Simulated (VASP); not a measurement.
Wanted: the native input for a VASP 6.6.1 run.

* Task: single point
* Functional: PBE
* Potentials or basis: VASP PAW PBE potentials, release 64 (Li_sv, F)
* Cutoff: 520 eV
* k mesh: 4 × 4 × 4
* Occupations: gaussian, width 0.1 eV
* Spin: collinear spin, ferromagnetic start
* Starting moments: [0.0, 0.0, 0.0, 0.0, 1.0] μB
* Dipole correction: no
* Further INCAR settings: ALGO = Normal; EDIFF = 1e-07; NBANDS = 22

The structure of Li4F lies in POSCAR:

```
Li4F
1.0
    3.9059010800      0.0000000000      0.0000000000
    0.0000000000      3.9059010800      0.0000000000
    0.0000000000      0.0000000000      3.9059010800
Li F
4 1
Direct
    0.5000000000      0.5000000000      0.5000000000
    0.5000000000      0.0000000000      0.0000000000
    0.0000000000      0.5000000000      0.0000000000
    0.0000000000      0.0000000000      0.5000000000
    0.0000000000      0.0000000000      0.0000000000
```

These files were run (other wordings do the same):

INCAR

```
SYSTEM = Li4F
PREC     = Accurate       ! precision mode
ENCUT    = 520            ! plane-wave cutoff, eV
EDIFF    = 1E-7           ! SCF threshold, eV
ISMEAR   = 0              ! smearing method
SIGMA    = 0.1            ! smearing width, eV
LREAL    = .False.        ! projectors in reciprocal space
LASPH    = .True.         ! aspherical terms in the spheres
NELM     = 150            ! most SCF steps
ALGO     = Normal         ! electronic algorithm
ISIF     = 2              ! what is computed and relaxed
LWAVE    = .False.        ! write WAVECAR
LCHARG   = .False.        ! write CHGCAR
ISPIN    = 2              ! spin polarisation
MAGMOM   = 0 0 0 0 1      ! initial moments
LORBIT   = 11             ! projections on sites
GGA      = PE             ! functional
NBANDS   = 22             ! bands
```

KPOINTS

```
Automatic mesh
0
Gamma
  4 4 4
  0 0 0
```

Potentials or basis: VASP PAW PBE potentials, release 64 (Li_sv, F).

The run is started by

```bash
$ cat potpaw_PBE.64/Li_sv/POTCAR potpaw_PBE.64/F/POTCAR > POTCAR
$ mpirun -np 1 vasp_std > vasp.out
```

It gave:

```yaml
Net_moment: 0.00 μB per cell
Valence_electrons_inside_the_program's_atomic_spheres: Li 2.12, 2.10; F 6.13
```

Caveat: the k points lie up to 0.40 Å⁻¹ apart.

It took 16 s on 1 thread of Intel(R) Xeon(R) 6975P-C (Granite Rapids), on a shared host, peak memory 0.18 GiB.
